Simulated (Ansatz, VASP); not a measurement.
## Two plane-wave programs on K2Ir

```
Ir K
1.0
     0.00000    3.66076    3.66076
     3.66076    0.00000    3.66076
     3.66076    3.66076    0.00000
Ir K
1 2
Cartesian
  0.0000 0.0000 0.0000
  1.8304 1.8304 1.8304
  5.4911 5.4911 5.4911
```

Change from the starting cell: volume scaled by 0.9, PAW files.

Alike in both runs: task single point; functional PBEsol; k mesh 8 × 8 × 8; occupations fermi-dirac, width 0.05 eV; no spin polarisation.

|  | VASP | Ansatz |
| --- | --- | --- |
| version | VASP 6.6.1 | Ansatz 0.2.0 |
| potentials or method | VASP PAW PBE potentials, release 64 (Ir, K_sv) | PAW with Ansatz's default frozen-core files, scalar-relativistic |
| plane-wave cutoff (eV) | 520 | 420 |
| valence electrons in the cell | 27 | 35 |

```csv
,VASP,Ansatz,Ansatz less VASP
pressure (GPa),2.0,1.9,-0.07
```

VASP's potentials were made for PBE, not for PBEsol. The functional is the same, so the differences come from potentials, cutoffs and numerics. VASP's potentials hold 27 valence electrons a cell and Ansatz's 35, so a difference there can come from the potentials and not from the codes.

Spin-orbit coupling is off throughout.
